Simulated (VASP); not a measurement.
# C (C2/m) in VASP: a series of runs, part 2 of 2

VASP 6.6.1.

## Step 4: Single point, PBE+D3(BJ) (atoms displaced along several vibrational modes)

Input file INCAR:

```
ALGO = Normal
EDIFF = 1E-7
ENCUT = 520
GGA = PE
ISIF = 2
ISMEAR = 0
IVDW = 12
LASPH = T
LCHARG = F
LREAL = F
LWAVE = F
NBANDS = 11
NELM = 80
PREC = Accurate
SIGMA = 0.05
```

Input file KPOINTS:

```
k-points
0
Gamma
  15 15 15
```

Input file POSCAR:

```
C
1.0
    1.2324984681      0.7115833223      3.3613878357
   -1.2324984681      0.7115833223      3.3613878357
    0.0000000000     -1.4231666447      3.3613878357
C
2
Direct
    0.1771793694      0.1771793694      0.1666394933
    0.8228206306      0.8228206306      0.8333605067
```

Potentials or basis: VASP PAW PBE potentials, release 64 (C).

Launch:

```bash
$ cat potpaw_PBE.64/C/POTCAR > POTCAR
$ mpirun -np 1 vasp_std > vasp.out
```

OUTCAR:

```text
EDIFF = 1E-7
   ENCUT = 520
   GGA = PE
   ISIF = 2
   ISMEAR = 0
   IVDW = 12
   LASPH = T
   LREAL = F
   NELM = 80
   PREC = Accurate
 IVDW          = 12

 ion  position               nearest neighbor table
   1  0.177  0.177  0.167-   2 1.42   2 1.42   2 1.46
   2  0.823  0.823  0.833-   1 1.42   1 1.42   1 1.46

  LATTYP: Found a trigonal (rhomboedric) cell.
 ALAT       =     3.6502508791
 COS(alpha) =     0.7719881893

  Lattice vectors:

 A1 = (   1.2324984681,   0.7115833223,   3.3613878357)
 A2 = (  -1.2324984681,   0.7115833223,   3.3613878357)
 A3 = (   0.0000000000,  -1.4231666447,   3.3613878357)

Analysis of symmetry for initial positions (statically):
=====================================================================
 Subroutine PRICEL returns:
 Original cell was already a primitive cell.

 Routine SETGRP: Setting up the symmetry group for a
 trigonal (rhombohedral) supercell.

 Subroutine GETGRP returns: Found  4 space group operations
 (whereof  4 operations were pure point group operations)
 out of a pool of 12 trial point group operations.

The static configuration has the point symmetry C_2h.

Analysis of symmetry for dynamics (positions and initial velocities):
=====================================================================
 Subroutine PRICEL returns:
 Original cell was already a primitive cell.

 Routine SETGRP: Setting up the symmetry group for a
 trigonal (rhombohedral) supercell.

 Subroutine GETGRP returns: Found  4 space group operations
 (whereof  4 operations were pure point group operations)
 out of a pool of 12 trial point group operations.

The dynamic configuration has the point symmetry C_2h.

 Subroutine INISYM returns: Found  4 space group operations
 (whereof  4 operations are pure point group operations),
 and found     1 'primitive' translations

----------------------------------------------------------------------------------------

                                     Primitive cell

  volume of cell :      17.6881

  direct lattice vectors                    reciprocal lattice vectors
     1.232498468  0.711583322  3.361387836     0.405680017  0.234219467  0.099165389
[... 117 lines left out ...]
 non-spin polarized calculation
 Gauss-broadening in eV      SIGMA  =   0.05
  energy-cutoff  :      520.00
  volume of cell :       17.69
 maximum number of plane-waves:       490
   NGX = 13   NGY = 13   NGZ = 13

 number of electron       8.0000000 magnetization

 Free energy of the ion-electron system (eV)
  ---------------------------------------------------
  ext. energy  EPLUGINS =         0.00000000
  ---------------------------------------------------
  free energy    TOTEN  =       -18.23222323 eV

  energy without entropy =      -18.23221849  energy(sigma->0) =      -18.23222086

 E-fermi :   4.5989     XC(G=0): -10.3406

 val. band max:        4.5170231024   @ k =   0.2000  -0.1333  -0.4667
 cond. band min:       4.6808164762   @ k =   0.2000  -0.1333  -0.4667
 fundamental gap:      0.1637933738
 Fermi energy:         4.5989275464

 k-point     1 :       0.0000    0.0000    0.0000
  band No.  band energies     occupation
      1     -14.9430      2.00000
      2      -1.8265      2.00000
      3       1.3881      2.00000
      4       2.2791      2.00000
      5       8.4751      0.00000
      6      12.4545      0.00000
      7      13.6270      0.00000
      8      16.3830      0.00000
      9      17.2375      0.00000
     10      27.4504      0.00000
     11      30.1730      0.00000
[... 309 lines left out ...]
 k-point    24 :       0.2667    0.0667    0.0000
  band No.  band energies     occupation
      1     -13.5397      2.00000
      2      -2.3139      2.00000
      3      -0.5674      2.00000
      4      -0.1985      2.00000
      5      10.1259      0.00000
      6      13.0650      0.00000
      7      13.3736      0.00000
      8      16.8942      0.00000
      9      20.1473      0.00000
     10      23.3535      0.00000
     11      27.4621      0.00000

 [... further k-points ...]

------------------------ aborting loop because EDIFF is reached ----------------------------------------

 Edisp (eV)   -0.31226

 E8    (eV) :    -0.0885

  FORCE on cell =-STRESS in cart. coord.  units (eV):
  Direction    XX          YY          ZZ          XY          YZ          ZX
  --------------------------------------------------------------------------------------
  -------------------------------------------------------------------------------------
  Total       0.40377    -0.17573    -0.32365     0.00000    -0.21015     0.00000
  in kB      36.57343   -15.91743   -29.31574     0.00000   -19.03518     0.00000
  external pressure =       -2.89 kB  Pullay stress =        0.00 kB

 VOLUME and BASIS-vectors are now :
 -----------------------------------------------------------------------------
  energy-cutoff  :      520.00
  volume of cell :       17.69
      direct lattice vectors                 reciprocal lattice vectors
     1.232498468  0.711583322  3.361387836     0.405680017  0.234219467  0.099165389
    -1.232498468  0.711583322  3.361387836    -0.405680017  0.234219467  0.099165389
     0.000000000 -1.423166645  3.361387836     0.000000000 -0.468438935  0.099165389

 POSITION                                       TOTAL-FORCE (eV/Angst)
 -----------------------------------------------------------------------------------
      0.00000      0.01500      1.75128         0.000000     -1.487722     -2.351710
      0.00000     -0.01500      8.33289         0.000000      1.487722      2.351710
 -----------------------------------------------------------------------------------
    total drift:                                0.000000      0.000000     -0.000000

  FREE ENERGIE OF THE ION-ELECTRON SYSTEM (eV)
  ---------------------------------------------------
  free  energy   TOTEN  =       -18.5444810979 eV

  energy  without entropy=      -18.5444763552  energy(sigma->0) =      -18.54447873
```

OSZICAR:

```text
N       E                     dE             d eps       ncg     rms          rms(c)
DAV:   1     0.625023053354E+01    0.62502E+01   -0.45369E+03 20387   0.663E+02
DAV:   2    -0.187696964827E+02   -0.25020E+02   -0.23698E+02 25945   0.130E+02
DAV:   3    -0.193771712785E+02   -0.60747E+00   -0.60628E+00 24973   0.171E+01
DAV:   4    -0.193793728058E+02   -0.22015E-02   -0.22014E-02 23112   0.126E+00
DAV:   5    -0.193793811481E+02   -0.83423E-05   -0.83421E-05 25378   0.721E-02    0.623E+00
DAV:   6    -0.185055030362E+02    0.87388E+00   -0.75826E-01 23052   0.501E+00    0.363E+00
DAV:   7    -0.182291802653E+02    0.27632E+00   -0.85788E-01 23683   0.535E+00    0.101E+00
DAV:   8    -0.182323285858E+02   -0.31483E-02   -0.18637E-02 22227   0.876E-01    0.108E-01
DAV:   9    -0.182321583618E+02    0.17022E-03   -0.53707E-04 24288   0.148E-01    0.498E-02
DAV:  10    -0.182322220809E+02   -0.63719E-04   -0.10542E-04 22533   0.728E-02    0.231E-02
DAV:  11    -0.182322229976E+02   -0.91670E-06   -0.58036E-06 24077   0.144E-02    0.327E-03
DAV:  12    -0.182322232349E+02   -0.23726E-06   -0.39939E-07 22510   0.489E-03    0.800E-04
DAV:  13    -0.182322232320E+02    0.28954E-08   -0.18034E-08 22257   0.981E-04
   1 F= -.18544481E+02 E0= -.18544479E+02  d E =-.474264E-05
```

Run time: 5.2 min. Hardware: 1 thread of Intel Xeon 8259CL, shared host; peak memory 0.28 GiB.

What came out:

| Item | Value |
| --- | --- |
| Free energy | -18.5445 eV |
| Pressure | -0.3 GPa |
| Largest force | 2.783 eV/Å |
| Dispersion energy per atom | -0.156 eV |

Forces on the atoms (eV/Å):
```
C    0.000 -1.488 -2.352
C    0.000  1.488  2.352
```

Stress tensor (GPa, compression positive):
```
 3.66  0.00  0.00
 0.00 -1.59 -1.90
 0.00 -1.90 -2.93
```

Caveat: the cell differs from its parent crystal (atoms displaced along several vibrational modes); the stress differs along the axes, from -3 to 4 GPa; forces of over 1 eV/Å act on the atoms, so gaps and moduli don't describe the material at rest.

## Step 5: Single point, PBE+D3(BJ) (atoms displaced along several vibrational modes)

Input file INCAR:

```
ALGO     = Normal         # electronic algorithm
EDIFF    = 1E-6           # SCF threshold, eV
ENCUT    = 520            # plane-wave cutoff, eV
GGA      = PE             # functional
ISIF     = 2              # what is computed and relaxed
ISMEAR   = 0              # smearing method
IVDW     = 12             # dispersion correction
LASPH    = T              # aspherical terms in the spheres
LCHARG   = F              # write CHGCAR
LREAL    = F              # projectors in reciprocal space
LWAVE    = F              # write WAVECAR
NBANDS   = 11             # bands
NELM     = 60             # most SCF steps
PREC     = Accurate       # precision mode
SIGMA    = 0.05           # smearing width, eV
```

KPOINTS is that of step 4.

Input file POSCAR:

```
C
1.0
    1.2324984681      0.7115833223      3.3613878357
   -1.2324984681      0.7115833223      3.3613878357
    0.0000000000     -1.4231666447      3.3613878357
C
2
Direct
    0.1701527853      0.1701527853      0.1806926614
    0.8298472147      0.8298472147      0.8193073386
```

Launch:

```bash
$ cat potpaw_PBE.64/C/POTCAR > POTCAR
$ mpirun -np 1 vasp_std > vasp.out
```

Run time: 5.7 min. Hardware: 1 thread of Intel Xeon 8259CL, shared host; peak memory 0.28 GiB.

It converged, with:

| Property | Result |
| --- | --- |
| Free energy | -18.5434 eV |
| Pressure | -0.3 GPa |
| Largest force | 2.838 eV/Å |
| Dispersion energy per atom | -0.156 eV |

Forces in eV/Å, atoms in the order of the input:
```
C    0.000  1.590 -2.350
C    0.000 -1.590  2.350
```

Stress tensor (GPa, compression positive):
```
-1.71  0.00  0.00
 0.00  3.85  2.07
 0.00  2.07 -2.92
```

Caveat: the cell differs from its parent crystal (atoms displaced along several vibrational modes); the stress differs along the axes, from -3 to 4 GPa; forces of over 1 eV/Å act on the atoms, so gaps and moduli don't describe the material at rest.

## Step 6: Overview

```csv
cell,pressure (GPa),largest force (eV/Å)
"as given, atomic positions A",-0.4,2.78
"as given, atomic positions B",0.8,1.84
"as given, atomic positions C",-0.3,2.78
"as given, atomic positions D",-0.3,2.84
```

Alike in all rows: task single point; level PBE+D3(BJ); potentials or basis VASP PAW PBE potentials, release 64 (C); no spin polarisation; k mesh 15 × 15 × 15; cutoff (eV) 520; smearing gaussian 0.05 eV.

Caveats: forces of over 1 eV/Å act on the atoms, so gaps and moduli don't describe the material at rest; the stress differs along the axes, from -3 to 4 GPa (at least some runs); the stress differs along the axes, from -4 to 4 GPa (at least some runs); the stress differs along the axes, from -2 to 4 GPa (at least some runs).

Absolute energies hang on the potentials; compare differences alone.
